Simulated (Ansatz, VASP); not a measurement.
# TiAl in VASP and in Ansatz

File INCAR:

```
SYSTEM = TiAl
ALGO = Fast
EDIFF = 1E-6
ENCUT = 520
GGA = PS
ISIF = 2
ISMEAR = 0
LASPH = .True.
LCHARG = .False.
LREAL = .False.
LWAVE = .False.
NBANDS = 14
NELM = 60
PREC = Accurate
SIGMA = 0.15
```

KPOINTS

```
k-points
0
Gamma
  14 14 14
  0 0 0
```

The input POSCAR:

```
TiAl
1.0
    3.0405369533      0.0000000000      0.0000000000
    0.0000000000      3.2722149481      0.0000000000
    0.0000000000      0.0000000000      3.1563759507
Ti Al
1 1
Direct
    0.0000000000      0.0000000000      0.0000000000
    0.5000000000      0.5000000000      0.5000000000
```

Input for Ansatz:

```yaml
crystal:
  lattice:
    - [3.0405369532, 0.0, 0.0]
    - [0.0, 3.272214948, 0.0]
    - [0.0, 0.0, 3.1563759506]
  atoms:
    - { symbol: Ti, position: [0.0, 0.0, 0.0] }
    - { symbol: Al, position: [0.5, 0.5, 0.5] }
basis:
  ecutwfc: 520.0
kpoints:
  mp_grid: { grid: [14, 14, 14] }
hamiltonian:
  xc: pbesol
scf:
  occupations: { method: gaussian, width: 0.15 }
output:
  forces: true
  stress: true
  eigenvalues: true
```

Change from the starting cell: normal strain along x -0.0367, normal strain along y +0.0367.

Alike in both runs: task single point; functional PBEsol; k mesh 14 × 14 × 14; occupations gaussian, width 0.15 eV; no spin polarisation.

|  | VASP | Ansatz |
| --- | --- | --- |
| version | VASP 6.6.1 | Ansatz 0.2.0 |
| potentials or method | VASP PAW PBE potentials, release 64 (Ti_sv, Al), cutoff 520 eV | scalar-relativistic, plane waves, PAW |
| valence electrons in the cell | 15 | 15 |

|  | VASP | Ansatz | Ansatz less VASP |
| --- | --- | --- | --- |
| gap on the k mesh at the Fermi level (eV) | none | none | - |
| pressure (GPa) | 0.3 | 0.3 | -0.06 |
| traceless stress, the component that is largest in VASP (GPa) | 2.56 | 2.56 | +0.004 |

VASP's potentials were made for PBE, not for PBEsol. A gap of «none» marks a metal or a gap that the smearing closes.
